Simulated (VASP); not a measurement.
Set up this calculation in VASP 6.6.1, as the native input.

| Property | Result |
| --- | --- |
| Task | single point |
| Functional | LDA |
| Potentials or basis | VASP PAW LDA potentials, release 64 (Ta_pv) |
| Cutoff | 520 eV |
| k mesh | 14 × 14 × 14 |
| Occupations | fermi-dirac, width 0.05 eV |
| Spin | no spin polarisation |
| Dipole correction | no |
| Further INCAR settings | ALGO = Normal; EDIFF = 1e-06; NBANDS = 12 |

The structure of Ta lies in POSCAR:

```
Ta
1.0
   -1.6549278069      1.6549278069      1.6549278069
    1.6549278069     -1.6549278069      1.6549278069
    1.6549278069      1.6549278069     -1.6549278069
Ta
1
Direct
    0.0000000000      0.0000000000      0.0000000000
```

These files were run (other wordings do the same):

INCAR

```
PREC = Accurate ; ENCUT = 520
EDIFF = 1E-6 ; ISMEAR = -1
SIGMA = 0.05 ; LREAL = F
LASPH = T ; NELM = 100
ALGO = Normal ; ISIF = 2
LWAVE = F ; LCHARG = F
NBANDS = 12
```

KPOINTS

```
regular mesh
0
Gamma
  14 14 14
```

Potentials or basis: VASP PAW LDA potentials, release 64 (Ta_pv).

Launch:

```sh
$ cat potpaw_LDA.64/Ta_pv/POTCAR > POTCAR
$ mpirun -np 1 vasp_std > vasp.out
```

It gave:

```yaml
Pressure: -9.3 GPa
```

Run time: 12 s on 1 thread of Intel Xeon 6975P-C, with other jobs on the host, peak memory 0.14 GiB.
